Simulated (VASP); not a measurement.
A run of VASP 6.6.1:

Contents of INCAR:

```
SYSTEM = AlN
PREC     = Accurate       ! precision mode
ENCUT    = 600            ! plane-wave cutoff, eV
EDIFF    = 1E-6           ! SCF threshold, eV
ISMEAR   = 0              ! smearing method
SIGMA    = 0.05           ! smearing width, eV
LREAL    = .FALSE.        ! projectors in reciprocal space
LASPH    = .TRUE.         ! aspherical terms in the spheres
NELM     = 120            ! most SCF steps
ALGO     = Normal         ! electronic algorithm
ISIF     = 2              ! what is computed and relaxed
LWAVE    = .FALSE.        ! write WAVECAR
LCHARG   = .FALSE.        ! write CHGCAR
GGA      = CA             ! functional
NBANDS   = 11             ! bands
GGA_COMPAT= .FALSE.
```

File KPOINTS:

```
regular mesh
0
G
  10 10 10
  0 0 0
```

Contents of POSCAR:

```
AlN
1.0
    0.0000000000      1.9836550500      2.0345180000
    1.9836550500      0.0000000000      2.0345180000
    1.9836550500      1.9836550500      0.0000000000
Al N
1 1
Direct
    0.5000000000      0.5000000000      0.5000000000
    0.0000000000      0.0000000000      0.0000000000
```

Potentials or basis: VASP PAW LDA potentials, release 64 (Al, N).

Command:

```sh
$ cat potpaw_LDA.64/Al/POTCAR potpaw_LDA.64/N/POTCAR > POTCAR
$ mpirun -np 1 vasp_std > vasp.out
```

Hardware: 1 thread of Intel(R) Xeon(R) 6975P-C (Granite Rapids) (shared host).

**Question.** How long does it take, and how much memory?

**Answer.** Wall time 13 s on 1 thread of Intel(R) Xeon(R) 6975P-C (Granite Rapids), with other jobs on the host, peak memory 0.13 GiB. Counts: scf iterations 11, k points 102.
